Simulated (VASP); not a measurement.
Here is a VASP 6.6.1 calculation.

Contents of INCAR:

```
ALGO = Normal ; EDIFF = 1E-6
EDIFFG = -0.005 ; ENCUT = 600
GGA = PE ; IBRION = 2
ISIF = 4 ; ISMEAR = -1
LASPH = T ; LCHARG = F
LREAL = F ; LWAVE = F
NELM = 100 ; NSW = 50
PREC = Accurate ; SIGMA = 0.1
```

File KPOINTS:

```
k-points
0
Gamma
  14 14 13
```

POSCAR

```
Bi
1.0
    3.1321500576      0.0000000000      0.0000000000
   -1.5660750288      2.7125215183      0.0000000000
    0.0000000000      0.0000000000      2.9822872925
Bi
1
Direct
    0.0000000000      0.0000000000      0.0000000000
```

Potentials or basis: VASP PAW PBE potentials, release 64 (Bi_d).

The run is started by

```bash
$ cat potpaw_PBE.64/Bi_d/POTCAR > POTCAR
$ mpirun -np 1 vasp_std > vasp.out
```

Question: What does it give for the band gap on the k mesh?

Answer: Zero (an odd number of electrons rules out a gap without spin polarisation).

Step by step:
| step | energy change (eV) | largest force (eV/Å) | pressure (GPa) | volume (Å³) |
| --- | --- | --- | --- | --- |
| 1 | 0.0000 | 0.0000 | 27.18 | 25.34 |
| 2 | 0.0001 | 0.0000 | 27.20 | 25.34 |
| 3 | -0.0002 | 0.0000 | 27.19 | 25.34 |

Caveat: spin-orbit coupling is left out, which moves the levels of the heavy elements.
